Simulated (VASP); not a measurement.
# Ag (P-3m1) in VASP: further runs, part 2 of 2

VASP 6.6.1. Earlier steps stand in the parts before.

## (4) Single point, PBEsol (the distance across one plane changed)

File INCAR:

```
SYSTEM = Ag
PREC = Accurate
ENCUT = 520
EDIFF = 1E-6
ISMEAR = 0
SIGMA = 0.15
LREAL = .FALSE.
LASPH = .TRUE.
NELM = 100
ALGO = Fast
ISIF = 2
LWAVE = .FALSE.
LCHARG = .FALSE.
GGA = PS
NBANDS = 42
```

File KPOINTS:

```
regular mesh
0
G
  24 24 5
  0 0 0
```

File POSCAR:

```
Ag
1.0
   -2.8670626753      0.0000000000      0.0000000000
   -1.4335313377     -2.4829491111      0.0000000000
    0.0000000000      0.0000000000     14.5721448197
Ag
6
Direct
    0.3333333333      0.3333333333      0.7242498760
    0.3333333333      0.3333333333      0.0804579020
    0.3333333333      0.3333333333      0.4023538890
    0.6666666667      0.6666666667      0.8851978695
    0.6666666667      0.6666666667      0.2414058955
    0.6666666667      0.6666666667      0.5633018825
```

Potentials or basis: VASP PAW PBE potentials, release 64 (Ag).

The run is started by

```bash
> cat potpaw_PBE.64/Ag/POTCAR > POTCAR
> mpirun -np 1 vasp_std > vasp.out
```

OUTCAR:

```text
SYSTEM = Ag
   PREC = Accurate
   ENCUT = 520
   EDIFF = 1E-6
   ISMEAR = 0
   LREAL = .FALSE.
   LASPH = .TRUE.
   NELM = 100
   ISIF = 2
   GGA = PS

 ion  position               nearest neighbor table
   1  0.333  0.333  0.724-   4 2.87   6 2.87   4 2.87   6 2.87   4 2.87   6 2.87
   2  0.333  0.333  0.080-   5 2.87   5 2.87   5 2.87   4 3.29   4 3.29   4 3.29
   3  0.333  0.333  0.402-   5 2.87   6 2.87   5 2.87   6 2.87   5 2.87   6 2.87
   4  0.667  0.667  0.885-   1 2.87   1 2.87   1 2.87   2 3.29   2 3.29   2 3.29
   5  0.667  0.667  0.241-   3 2.87   2 2.87   3 2.87   2 2.87   3 2.87   2 2.87
   6  0.667  0.667  0.563-   1 2.87   3 2.87   1 2.87   3 2.87   1 2.87   3 2.87

[... 1291 lines left out ...]
  Total       -1.1648228     -1.1648228     -2.0532695     -0.0000000      0.0000000     -0.0000000
  in kB      -17.9904478    -17.9904478    -31.7123232     -0.0000000      0.0000000     -0.0000000
  external PRESSURE =     -22.5644063 kB  Pullay stress =       0.0000000 kB

 VOLUME and BASIS-vectors are now :
 -----------------------------------------------------------------------------
  energy-cutoff  :      520.00
  volume of cell :      103.74
      direct lattice vectors                 reciprocal lattice vectors
    -2.867062675  0.000000000  0.000000000    -0.348789027  0.201373438  0.000000000
    -1.433531338 -2.482949111  0.000000000     0.000000000 -0.402746877  0.000000000
     0.000000000  0.000000000 14.572144820     0.000000000  0.000000000  0.068624078

 POSITION                                       TOTAL-FORCE (eV/Angst)
 -----------------------------------------------------------------------------------
     -1.43353     -0.82765     10.55387         0.000000     -0.000000      0.043946
     -1.43353     -0.82765      1.17244         0.000000      0.000000     -0.580774
     -1.43353     -0.82765      5.86316         0.000000      0.000000     -0.008813
     -2.86706     -1.65530     12.89923        -0.000000     -0.000000      0.580774
     -2.86706     -1.65530      3.51780        -0.000000      0.000000     -0.043946
     -2.86706     -1.65530      8.20852        -0.000000     -0.000000      0.008813
 -----------------------------------------------------------------------------------
    total drift:                               -0.000000     -0.000000     -0.000044

  FREE ENERGIE OF THE ION-ELECTRON SYSTEM (eV)
  ---------------------------------------------------
  free  energy   TOTEN  =       -19.6125249376 eV

  energy  without entropy=      -19.5935726858  energy(sigma->0) =      -19.60304881
```

OSZICAR:

```text
N       E                     dE             d eps       ncg     rms          rms(c)
DAV:   1     0.461311158870E+03    0.46131E+03   -0.34264E+04 23436   0.157E+03
DAV:   2    -0.102024273570E+02   -0.47151E+03   -0.44610E+03 23708   0.362E+02
DAV:   3    -0.216089799170E+02   -0.11407E+02   -0.11282E+02 26590   0.636E+01
DAV:   4    -0.216716508181E+02   -0.62671E-01   -0.62587E-01 25490   0.427E+00
DAV:   5    -0.216721400968E+02   -0.48928E-03   -0.48926E-03 26092   0.409E-01    0.136E+01
RMM:   6    -0.196799705655E+02    0.19922E+01   -0.64336E+00 23463   0.146E+01    0.811E+00
RMM:   7    -0.196325683609E+02    0.47402E-01   -0.25265E-01 24140   0.241E+00    0.454E+00
RMM:   8    -0.196131447713E+02    0.19424E-01   -0.20576E-02 24728   0.912E-01    0.553E-01
RMM:   9    -0.196125280193E+02    0.61675E-03   -0.31542E-03 25054   0.302E-01    0.717E-02
RMM:  10    -0.196125257753E+02    0.22439E-05   -0.46168E-04 25307   0.997E-02    0.696E-02
RMM:  11    -0.196125246031E+02    0.11723E-05   -0.58530E-05 25459   0.410E-02    0.463E-02
RMM:  12    -0.196125257098E+02   -0.11068E-05   -0.23175E-05 25200   0.246E-02    0.361E-02
RMM:  13    -0.196125249934E+02    0.71643E-06   -0.14979E-05 24981   0.232E-02    0.434E-03
RMM:  14    -0.196125249376E+02    0.55795E-07   -0.17610E-06 15501   0.723E-03
   1 F= -.19612525E+02 E0= -.19603049E+02  d E =-.189523E-01
```

stdout:

```text
POSCAR found type information on POSCAR Ag
 POSCAR found :  1 types and       6 ions
 scaLAPACK will be used
 -----------------------------------------------------------------------------
|                                                                             |
|                                                                             |
|     You enforced a specific xc type in the INCAR file but a different       |
|     I HOPE YOU KNOW WHAT YOU ARE DOING!                                     |
|                                                                             |
 -----------------------------------------------------------------------------

 LDA part: xc-table for (Slater+PW92), standard interpolation
 POSCAR, INCAR and KPOINTS ok, starting setup
 FFT: planning ... GRIDC
 FFT: planning ... GRID_SOFT
 FFT: planning ... GRID
 WAVECAR not read
 entering main loop
```

Run time: 26 min. Hardware: 1 thread of Oxide Virtual Turin-like, shared host; peak memory 0.83 GiB.

What came out:

```yaml
Free_energy: -19.6125 eV
Pressure: -2.3 GPa
Largest_force: 0.581 eV/Å
Band_gap_on_the_k_mesh: zero (bands 33 and 34 overlap by 6.53 eV)
```

Forces on the atoms (eV/Å):
```
Ag   0.000  0.000  0.044
Ag   0.000  0.000 -0.581
Ag   0.000  0.000 -0.009
Ag   0.000  0.000  0.581
Ag   0.000  0.000 -0.044
Ag   0.000  0.000  0.009
```

Caveat: the cell differs from its parent crystal (the distance across one plane changed); the PAW data sets were made with another functional, which shifts forces and pressure a little.

## (5) The runs side by side

```tsv
cell	gap on the mesh (eV)	pressure (GPa)	largest force (eV/Å)
a = 2.867, b = 2.867, c = 14.822 Å, angles 90.0, 90.0, 60.0°, 6 atoms	none	-2.4	0.52
a = 2.867, b = 2.867, c = 20.072 Å, angles 90.0, 90.0, 60.0°, 6 atoms	none	-	0.06
a = 2.867, b = 2.867, c = 14.572 Å, angles 90.0, 90.0, 60.0°, 6 atoms	none	-2.3	0.58
```

Alike in all rows: task single point; level PBEsol; potentials or basis VASP PAW PBE potentials, release 64 (Ag); no spin polarisation; k mesh 24 × 24 × 5; cutoff (eV) 520; smearing gaussian 0.15 eV.

Caveats: the PAW data sets were made with another functional, which shifts forces and pressure a little; there is no dipole correction, which matters where the two faces differ (at least some runs).

Total energies depend on the potentials used, so only differences within one code and one set of settings carry meaning.
